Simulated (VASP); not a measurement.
# TiO2 (Fm-3m) in VASP: further runs

TiO2 is run at these levels: PBEsol, PBE; tasks: single point.

Everything below comes from runs of VASP 6.6.1. Logs are shortened: lines on timing, memory, paths and dates and some standing lists are left out, and cuts for length are marked.

### Step 1. The cell of the first run

The structure is cubic, space group Fm-3m (No. 225). Conventional cell: a = 4.777 Å, b = 4.777 Å, c = 4.777 Å, α = 90.00°, β = 90.00°, γ = 90.00°. Ti (site symmetry m-3m) has 8 O at 2.07 Å within 2.7 Å. Within 2.7 Å of O (site symmetry -43m) lie 4 Ti at 2.07 Å and 6 O at 2.39 Å.

### Step 2. Single point, PBEsol

INCAR reads:

```
SYSTEM = TiO2
PREC = Accurate
ENCUT = 520
EDIFF = 1E-6
ISMEAR = -1
SIGMA = 0.02
LREAL = .False.
LASPH = .True.
NELM = 100
ALGO = Normal
ISIF = 2
LWAVE = .False.
LCHARG = .False.
GGA = PS
NBANDS = 19
```

KPOINTS reads:

```
regular mesh
0
Gamma
  8 8 8
  0 0 0
```

POSCAR reads:

```
TiO2
1.0
    0.0000000000      2.3886669657      2.3886669657
    2.3886669657      0.0000000000      2.3886669657
    2.3886669657      2.3886669657      0.0000000000
Ti O
1 2
Direct
    0.0000000000      0.0000000000      0.0000000000
    0.7500000000      0.7500000000      0.7500000000
    0.2500000000      0.2500000000      0.2500000000
```

Potentials or basis: VASP PAW PBE potentials, release 64 (Ti_sv, O).

The run is started by

```bash
$ cat potpaw_PBE.64/Ti_sv/POTCAR potpaw_PBE.64/O/POTCAR > POTCAR
$ mpirun -np 1 vasp_std > vasp.out
```

OUTCAR:

```text
SYSTEM = TiO2
   PREC = Accurate
   ENCUT = 520
   EDIFF = 1E-6
   ISMEAR = -1
   LREAL = .False.
   LASPH = .True.
   NELM = 100
   ISIF = 2
   GGA = PS

 ion  position               nearest neighbor table
   1  0.000  0.000  0.000-   2 2.07   2 2.07   2 2.07   2 2.07   3 2.07   3 2.07   3 2.07   3 2.07

   2  0.750  0.750  0.750-   1 2.07   1 2.07   1 2.07   1 2.07
   3  0.250  0.250  0.250-   1 2.07   1 2.07   1 2.07   1 2.07

  LATTYP: Found a face centered cubic cell.
 ALAT       =     4.7773339314

  Lattice vectors:

 A1 = (   0.0000000000,   2.3886669657,   2.3886669657)
 A2 = (   2.3886669657,   0.0000000000,   2.3886669657)
 A3 = (   2.3886669657,   2.3886669657,   0.0000000000)

Analysis of symmetry for initial positions (statically):
=====================================================================
 Subroutine PRICEL returns:
 Original cell was already a primitive cell.

 Routine SETGRP: Setting up the symmetry group for a
 face centered cubic supercell.

 Subroutine GETGRP returns: Found 48 space group operations
 (whereof 48 operations were pure point group operations)
 out of a pool of 48 trial point group operations.

The static configuration has the point symmetry O_h .

Analysis of symmetry for dynamics (positions and initial velocities):
=====================================================================
 Subroutine PRICEL returns:
 Original cell was already a primitive cell.

 Routine SETGRP: Setting up the symmetry group for a
 face centered cubic supercell.

 Subroutine GETGRP returns: Found 48 space group operations
 (whereof 48 operations were pure point group operations)
 out of a pool of 48 trial point group operations.

The dynamic configuration has the point symmetry O_h .

 Subroutine INISYM returns: Found 48 space group operations
 (whereof 48 operations are pure point group operations),
 and found     1 'primitive' translations

----------------------------------------------------------------------------------------

                                     Primitive cell

  volume of cell :      27.2582

  direct lattice vectors                    reciprocal lattice vectors
     0.000000000  2.388666966  2.388666966    -0.209321771  0.209321771  0.209321771
     2.388666966  0.000000000  2.388666966     0.209321771 -0.209321771  0.209321771
     2.388666966  2.388666966  0.000000000     0.209321771  0.209321771 -0.209321771

  length of vectors
     3.378085219  3.378085219  3.378085219     0.362555943  0.362555943  0.362555943

  position of ions in fractional coordinates (direct lattice)
     0.000000000  0.000000000  0.000000000
     0.750000000  0.750000000  0.750000000
     0.250000000  0.250000000  0.250000000

  ion indices of the primitive-cell ions
   primitive index   ion index
                 1           1
                 2           2
                 3           3

----------------------------------------------------------------------------------------

 KPOINTS: regular mesh

Automatic generation of k-mesh.
 Grid dimensions read from file:
 generate k-points for:    8    8    8

 Generating k-lattice:

  Cartesian coordinates                     Fractional coordinates (reciprocal lattice)
    -0.026165221  0.026165221  0.026165221     0.125000000  0.000000000  0.000000000
     0.026165221 -0.026165221  0.026165221     0.000000000  0.125000000  0.000000000
     0.026165221  0.026165221 -0.026165221     0.000000000  0.000000000  0.125000000

  Length of vectors
     0.045319493  0.045319493  0.045319493

  Shift w.r.t. Gamma in fractional coordinates (k-lattice)
     0.000000000  0.000000000  0.000000000

 Subroutine IBZKPT returns following result:
 ===========================================

 Found     29 irreducible k-points:

 Following reciprocal coordinates:
            Coordinates               Weight
  0.000000  0.000000  0.000000      1.000000
  0.125000  0.000000  0.000000      8.000000
  0.250000  0.000000  0.000000      8.000000
  0.375000  0.000000  0.000000      8.000000
  0.500000  0.000000  0.000000      4.000000
  0.125000  0.125000  0.000000      6.000000
[... 16 lines left out ...]
  0.500000  0.250000  0.125000     48.000000
 -0.375000  0.250000  0.125000     24.000000
 [... further k-points ...]
   k-points           NKPTS =     29   k-points in BZ     NKDIM =     29   number of bands    NBANDS=     19
   number of dos      NEDOS =    301   number of ions     NIONS =      3
   total plane-waves  NPLWV =  21952
   dimension x,y,z NGX =    28 NGY =   28 NGZ =   28
   dimension x,y,z NGXF=    56 NGYF=   56 NGZF=   56
   ions per type =               1   2
   NGX,Y,Z   is equivalent  to a cutoff of  13.78, 13.78, 13.78 a.u.
   NGXF,Y,Z  is equivalent  to a cutoff of  27.56, 27.56, 27.56 a.u.
 SYSTEM =  TiO2
   PREC   = accura    normal or accurate (medium, high low for compatibility)
   ISTART =      0    job   : 0-new  1-cont  2-samecut
   ICHARG =      2    charge: 1-file 2-atom 10-const
   ISPIN  =      1    spin polarized calculation?
   LNONCOLLINEAR =      F non collinear calculations
   LSORBIT =      F    spin-orbit coupling
   LASPH  =      T    aspherical Exc in radial PAW
   ENCUT  =  520.0 eV  38.22 Ry    6.18 a.u.   6.28  6.28  6.28*2*pi/ulx,y,z
   NELM   =    100;   NELMIN=  2; NELMDL= -5     # of ELM steps
   EDIFF  = 0.1E-05   stopping-criterion for ELM
   LREAL  =      F    real-space projection
   EDIFFG = 0.1E-04   stopping-criterion for IOM
   NSW    =      0    number of steps for IOM
   IBRION =     -1    ionic relax: 0-MD 1-quasi-New 2-CG
   NFREE  =      0    steps in history (QN), initial steepest desc. (CG)
   ISIF   =      2    stress and relaxation
   ISYM   =      2    0-nonsym 1-usesym 2-fastsym
   POTIM  = 0.5000    time-step for ionic-motion
   TEBEG  =    0.0;   TEEND  =   0.0 temperature during run
   PSTRESS=    0.0 pullay stress
   NELECT =      24.0000    total number of electrons
   NUPDOWN=      -1.0000    fix difference up-down
   EMIN   =  10.00;   EMAX   =-10.00  energy-range for DOS
   EFERMI =   0.00;   METHOD = LEGACY
   ISMEAR =    -1;   SIGMA  =   0.02  broadening in eV -4-tet -1-fermi 0-gaus
   EFERMI_NEDOS =   21; number of points for ismear=-14 and -15
   IALGO  =     38    algorithm
   IMIX   =      4    mixing-type and parameters
     AMIX     =   0.40;   BMIX     =  1.00
     AMIX_MAG =   1.60;   BMIX_MAG =  1.00
  volume/ion in A,a.u.               =       9.09        61.32
  Fermi-wavevector in a.u.,A,eV,Ry     =   1.569084  2.965140 33.497896  2.462026
  Thomas-Fermi vector in A             =   2.671019
   LORBIT       =      0    0 simple, 1 ext, 2 COOP (PROOUT), +10 PAW based schemes
   GGA     = PS    functional components
   LHFCALC =     F    Hartree Fock is set to
   AEXX    =    0.0000 exact exchange contribution
   IVDW    =     0    specifies the selected vdW correction
   LEPSILON=     F    determine dielectric tensor
   LRPA    =     F    only Hartree local field effects (RPA)
 non-spin polarized calculation
  energy-cutoff  :      520.00
  volume of cell :       27.26
 maximum number of plane-waves:       754
 NGX is ok and might be reduce to    28
   NGX = 13   NGY = 13   NGZ = 13

 number of electron      23.9999997 magnetization

 Free energy of the ion-electron system (eV)
  ---------------------------------------------------
  ext. energy  EPLUGINS =         0.00000000
  ---------------------------------------------------
  free energy    TOTEN  =       -27.35782570 eV

  energy without entropy =      -27.35782570  energy(sigma->0) =      -27.35782570

 E-fermi :   7.9969     XC(G=0): -12.5943

 val. band max:        7.4164537644   @ k =   0.5000   0.5000   0.0000
 cond. band min:       8.4910310558   @ k =   0.0000   0.0000   0.0000
 fundamental gap:      1.0745772914
 Fermi energy:         7.9968621886

 k-point     1 :       0.0000    0.0000    0.0000
  band No.  band energies     occupation
      1     -50.0708      2.00000
      2     -26.2664      2.00000
      3     -26.2664      2.00000
      4     -26.2664      2.00000
      5     -12.3409      2.00000
      6      -8.3699      2.00000
[... 11 lines left out ...]
     18      14.9586      0.00000
     19      21.4582      0.00000

 k-point     2 :       0.1250    0.0000    0.0000
  band No.  band energies     occupation
      1     -50.0670      2.00000
      2     -26.3084      2.00000
      3     -26.2713      2.00000
      4     -26.2713      2.00000
      5     -12.1478      2.00000
      6      -8.6008      2.00000
[... 11 lines left out ...]
     18      15.5086      0.00000
     19      21.3668      0.00000

 k-point     3 :       0.2500    0.0000    0.0000
  band No.  band energies     occupation
      1     -50.0579      2.00000
      2     -26.4076      2.00000
      3     -26.2832      2.00000
      4     -26.2832      2.00000
      5     -11.6479      2.00000
      6      -9.1220      2.00000
[... 11 lines left out ...]
     18      16.7070      0.00000
     19      21.2859      0.00000

 k-point     4 :       0.3750    0.0000    0.0000
  band No.  band energies     occupation
      1     -50.0488      2.00000
      2     -26.5041      2.00000
      3     -26.2949      2.00000
      4     -26.2949      2.00000
      5     -11.0534      2.00000
      6      -9.6534      2.00000
[... 407 lines left out ...]
     18      17.2464      0.00000
     19      21.5125      0.00000

 k-point    23 :       0.5000    0.2500    0.1250
  band No.  band energies     occupation
      1     -50.0438      2.00000
      2     -26.4856      2.00000
      3     -26.3636      2.00000
      4     -26.3115      2.00000
      5     -10.7370      2.00000
      6      -9.8132      2.00000
[... 11 lines left out ...]
     18      17.9786      0.00000
     19      22.1130      0.00000

 k-point    24 :      -0.3750    0.2500    0.1250
  band No.  band energies     occupation
      1     -50.0408      2.00000
      2     -26.5049      2.00000
      3     -26.3770      2.00000
      4     -26.3182      2.00000
      5     -10.4354      2.00000
      6     -10.0436      2.00000
[... 11 lines left out ...]
     18      18.1732      0.00000
     19      22.5476      0.00000

 [... further k-points ...]

------------------------ aborting loop because EDIFF is reached ----------------------------------------

  FORCE on cell =-STRESS in cart. coord.  units (eV):
  Direction    XX          YY          ZZ          XY          YZ          ZX
  --------------------------------------------------------------------------------------
  -------------------------------------------------------------------------------------
  Total        0.1515457      0.1515457      0.1515457      0.0000000      0.0000000      0.0000000
  in kB        8.9075326      8.9075326      8.9075326      0.0000000      0.0000000      0.0000000
  external PRESSURE =       8.9075326 kB  Pullay stress =       0.0000000 kB

 VOLUME and BASIS-vectors are now :
 -----------------------------------------------------------------------------
  energy-cutoff  :      520.00
  volume of cell :       27.26
      direct lattice vectors                 reciprocal lattice vectors
     0.000000000  2.388666966  2.388666966    -0.209321771  0.209321771  0.209321771
     2.388666966  0.000000000  2.388666966     0.209321771 -0.209321771  0.209321771
     2.388666966  2.388666966  0.000000000     0.209321771  0.209321771 -0.209321771

 POSITION                                       TOTAL-FORCE (eV/Angst)
 -----------------------------------------------------------------------------------
      0.00000      0.00000      0.00000        -0.000000     -0.000000     -0.000000
      3.58300      3.58300      3.58300        -0.000000      0.000000     -0.000000
      1.19433      1.19433      1.19433         0.000000     -0.000000      0.000000
 -----------------------------------------------------------------------------------
    total drift:                               -0.000000     -0.000000      0.000000

  FREE ENERGIE OF THE ION-ELECTRON SYSTEM (eV)
  ---------------------------------------------------
  free  energy   TOTEN  =       -27.3578256950 eV

  energy  without entropy=      -27.3578256950  energy(sigma->0) =      -27.35782570
```

Wall time 11 s (1 thread of Intel Xeon 6975P-C (Granite Rapids), shared host); peak memory 0.16 GiB.

Results:

```
Free energy            : -27.3578 eV
Pressure               : 0.9 GPa
Band gap on the k mesh : 1.07 eV (least direct gap 1.80 eV)
```

Caveat: the PAW data sets were made with another functional, which shifts forces and pressure a little. A k mesh can miss the band edges.

### Step 3. Single point, PBE

This run uses another cell than the first one, of 9.18 Å³/atom.

INCAR reads:

```
SYSTEM = TiO2
  PREC = Accurate
  ENCUT = 520
  EDIFF = 1E-6
  ISMEAR = -1
  SIGMA = 0.02
  LREAL = .FALSE.
  LASPH = .TRUE.
  NELM = 100
  ALGO = Normal
  ISIF = 2
  LWAVE = .FALSE.
  LCHARG = .FALSE.
  GGA = PE
  NBANDS = 19
```

KPOINTS reads:

```
regular mesh
0
G
  10 10 10
  0 0 0
```

POSCAR reads:

```
TiO2
1.0
    0.0000000000      2.3968295068      2.3968295068
    2.3968295068      0.0000000000      2.3968295068
    2.3968295068      2.3968295068      0.0000000000
Ti O
1 2
Direct
    0.0000000000      0.0000000000      0.0000000000
    0.7500000000      0.7500000000      0.7500000000
    0.2500000000      0.2500000000      0.2500000000
```

Potentials or basis: VASP PAW PBE potentials, release 64 (Ti_sv, O).

The run is started by

```bash
$ cat potpaw_PBE.64/Ti_sv/POTCAR potpaw_PBE.64/O/POTCAR > POTCAR
$ mpirun -np 1 vasp_std > vasp.out
```

It took 17 s on 1 thread of Intel Xeon 6975P-C (Granite Rapids), shared host; peak memory 0.17 GiB.

The run converged. Its results:

| Quantity | Value |
| --- | --- |
| Free energy | -26.0172 eV |
| Pressure | 6.8 GPa |
| Band gap on the k mesh | 1.13 eV (least direct gap 1.84 eV) |

Levels at points of the mesh, in eV from the valence-band top:
```tsv
k point	band 8	band 9	band 10	band 11	band 12	band 13	band 14	band 15	band 16	band 17
(0.00, 0.00, 0.00)	-6.03	-6.03	-0.87	-0.87	-0.87	1.13	1.13	5.38	5.38	5.38
(0.50, 0.00, 0.00)	-4.94	-3.39	-3.28	-2.54	-2.54	1.48	1.48	2.87	4.97	4.97
(0.50, 0.50, 0.00)	-4.63	-4.63	-2.10	-2.10	0.00	1.84	1.84	2.89	4.17	4.17
```

Caveat: the cell stands under pressure.
